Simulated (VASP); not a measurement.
**Zr3Mn: single point with PBE**

Crystal: Zr3Mn.

```
CELL_PARAMETERS angstrom
4.43077 0.00000 0.00000
0.00000 4.43077 0.00000
0.00000 0.00000 4.43077
ATOMIC_POSITIONS crystal
Zr 0.50000 0.50000 0.00000
Zr 0.50000 0.00000 0.50000
Zr 0.00000 0.50000 0.50000
Mn 0.00000 0.00000 0.00000
```

```
Program             : VASP 6.6.1
Task                : single point
Functional          : PBE
Potentials or basis : VASP PAW PBE potentials, release 64 (Zr_sv, Mn_pv)
Cutoff              : 520 eV
k mesh              : 6 × 6 × 6
Occupations         : fermi-dirac, width 0.05 eV
Spin                : collinear spin, ferromagnetic start
Starting moments    : [0.0, 0.0, 0.0, 4.0] μB
```

- Pressure: -3.4 GPa
- Net moment: 3.46 μB per cell
- Site moments: Zr -0.07; Mn +3.57 μB
- Valence electrons inside the program's atomic spheres: Zr 9.83; Mn 11.43

Levels at points of the mesh, in eV from the Fermi level:
Spin up:
| k point | band 23 | band 24 | band 25 | band 26 | band 27 | band 28 | band 29 | band 30 |
| --- | --- | --- | --- | --- | --- | --- | --- | --- |
| (0.00, 0.00, 0.00) | -0.62 | -0.62 | -0.62 | 0.06 | 0.06 | 2.43 | 2.43 | 2.43 |
| (0.50, 0.00, 0.00) | -1.98 | -0.91 | -0.73 | -0.73 | 1.07 | 1.07 | 1.09 | 1.46 |
| (0.50, 0.50, 0.00) | -2.12 | -1.01 | -0.93 | -0.26 | -0.14 | -0.14 | 1.30 | 1.30 |
| (0.50, 0.50, 0.50) | -1.04 | -1.04 | 0.54 | 0.54 | 0.54 | 0.99 | 0.99 | 0.99 |
Spin down:
```tsv
k point	band 20	band 21	band 22	band 23	band 24	band 25
(0.00, 0.00, 0.00)	-1.87	-1.87	-1.87	0.88	0.88	0.88
(0.50, 0.00, 0.00)	-0.97	-0.64	-0.64	-0.36	-0.03	-0.03
(0.50, 0.50, 0.00)	-0.85	-0.32	-0.26	-0.26	-0.05	-0.05
(0.50, 0.50, 0.50)	0.68	0.68	0.68	0.74	0.74	0.74
```

It took 55 s on 1 thread of Intel(R) Xeon(R) 6975P-C (Granite Rapids), on a shared host, peak memory 0.28 GiB.
